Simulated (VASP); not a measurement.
Here is a VASP 6.6.1 calculation.

File INCAR:

```
SYSTEM = C
PREC = Accurate
ENCUT = 520
EDIFF = 1E-6
ISMEAR = 0
SIGMA = 0.15
LREAL = .FALSE.
LASPH = .TRUE.
NELM = 80
ALGO = Normal
ISIF = 2
LWAVE = .FALSE.
LCHARG = .TRUE.
GGA = PS
LELF = .TRUE.
LVHAR = .TRUE.
NBANDS = 16
```

Contents of KPOINTS:

```
regular mesh
0
G
  18 18 6
  0 0 0
```

The input POSCAR:

```
C
1.0
    1.2581213773     -2.0296566851      0.0000000000
    1.2581213773      2.0296566851      0.0000000000
    0.0000000000      0.0000000000      7.3778182888
C
4
Direct
    0.0833216498      0.9166783502      0.7498439858
    0.5833216498      0.4166783502      0.2501560142
    0.9166783502      0.0833216498      0.2501560142
    0.4166783502      0.5833216498      0.7498439858
```

Potentials or basis: VASP PAW PBE potentials, release 64 (C).

Command:

```console
$ cat potpaw_PBE.64/C/POTCAR > POTCAR
$ mpirun -np 1 vasp_std > vasp.out
```

Q: Predict the pressure.

A: 12.0 GPa.

Q: Predict the largest force.

A: 1.305 eV/Å.

Q: Estimate the band gap on the k mesh.

A: 0.45 eV.

Forces on the atoms (eV/Å):
```
C    0.000  1.305  0.000
C    0.000  1.305  0.000
C    0.000 -1.305  0.000
C    0.000 -1.305  0.000
```

Caveat: the cell differs from its parent crystal (normal strain along x +0.0233, normal strain along y -0.0467); the PAW data sets were made with another functional, which shifts forces and pressure a little; this functional lacks dispersion, which binds the layers, so the pressure and a relaxed spacing across them are unreliable. A k mesh can miss the band edges.
